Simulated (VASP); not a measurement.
Write the native input for VASP 6.6.1 that does the following.

| Quantity | Value |
| --- | --- |
| Task | single point |
| Functional | PBEsol |
| Potentials or basis | VASP PAW PBE potentials, release 64 (Bi_d) |
| Cutoff | 520 eV |
| k mesh | 12 × 12 × 7 |
| Occupations | fermi-dirac, width 0.1 eV |
| Spin | no spin polarisation |
| Dipole correction | no |
| Further INCAR settings | ALGO = Normal; EDIFF = 1e-06; NBANDS = 22 |

The structure of Bi lies in POSCAR:

```
Bi
1.0
    3.2502891928      0.0000000000      0.0000000000
   -1.6251445964      2.8148330106      0.0000000000
    0.0000000000      0.0000000000      5.1412814033
Bi
2
Direct
    0.3333333333      0.6666666667      0.2500000000
    0.6666666667      0.3333333333      0.7500000000
```

This cell differs from its parent crystal: volume scaled by 0.78.

The input as run:

INCAR

```
PREC     = Accurate       # precision mode
ENCUT    = 520            # plane-wave cutoff, eV
EDIFF    = 1E-6           # SCF threshold, eV
ISMEAR   = -1             # smearing method
SIGMA    = 0.1            # smearing width, eV
LREAL    = F              # projectors in reciprocal space
LASPH    = T              # aspherical terms in the spheres
NELM     = 100            # most SCF steps
ALGO     = Normal         # electronic algorithm
ISIF     = 2              # what is computed and relaxed
LWAVE    = F              # write WAVECAR
LCHARG   = F              # write CHGCAR
GGA      = PS             # functional
NBANDS   = 22             # bands
```

KPOINTS

```
regular mesh
0
Gamma
  12 12 7
```

Potentials or basis: VASP PAW PBE potentials, release 64 (Bi_d).

Launch:

```console
$ cat potpaw_PBE.64/Bi_d/POTCAR > POTCAR
$ mpirun -np 1 vasp_std > vasp.out
```

It gave:

```
Pressure               : 26.0 GPa
Band gap on the k mesh : zero (band 15 reaches 16.90 eV, above the bottom of band 16 at 8.37 eV)
```

Caveat: the PAW data sets were made with another functional, which shifts forces and pressure a little; spin-orbit coupling is left out, which moves the levels of the heavy elements.

Run time: 34 s on 1 thread of Intel(R) Xeon(R) Platinum 8259CL CPU @ 2.50GHz (Skylake/Cascade Lake), with other jobs on the host, peak memory 0.2 GiB.
